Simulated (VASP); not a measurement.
A run of VASP 6.6.1 is set up as follows.

INCAR

```
SYSTEM = AlN
PREC = Accurate
ENCUT = 520
EDIFF = 1E-6
ISMEAR = 0
SIGMA = 0.02
LREAL = .FALSE.
LASPH = .TRUE.
NELM = 100
ALGO = Normal
ISIF = 2
LWAVE = .FALSE.
LCHARG = .FALSE.
GGA = PE
NBANDS = 16
```

KPOINTS

```
regular mesh
0
G
  12 12 6
  0 0 0
```

File POSCAR:

```
AlN
1.0
    3.1302084198      0.0000000000      0.0000000000
   -1.5651042099      2.7108400106      0.0000000000
    0.4516238990      0.0000000000      5.0180433220
Al N
2 2
Direct
    0.6618515788      0.3335201099      0.5000137471
    0.3283314689      0.6664798901      1.0000137471
    0.6704257732      0.3310345940      0.8799862529
    0.3393911792      0.6689654060      0.3799862529
```

Potentials or basis: VASP PAW PBE potentials, release 64 (Al, N).

Command:

```sh
$ cat potpaw_PBE.64/Al/POTCAR potpaw_PBE.64/N/POTCAR > POTCAR
$ mpirun -np 1 vasp_std > vasp.out
```

Problem. Predict the largest force.

Solution. 0.005 eV/Å.

Problem. Predict the pressure.

Solution. -0.5 GPa.

Problem. Estimate the band gap on the k mesh.

Solution. 3.76 eV.

Stress tensor (GPa, compression positive):
```
-2.25  0.00 -9.76
 0.00 -0.09  0.00
-9.76  0.00  0.91
```

A k mesh can miss the band edges.
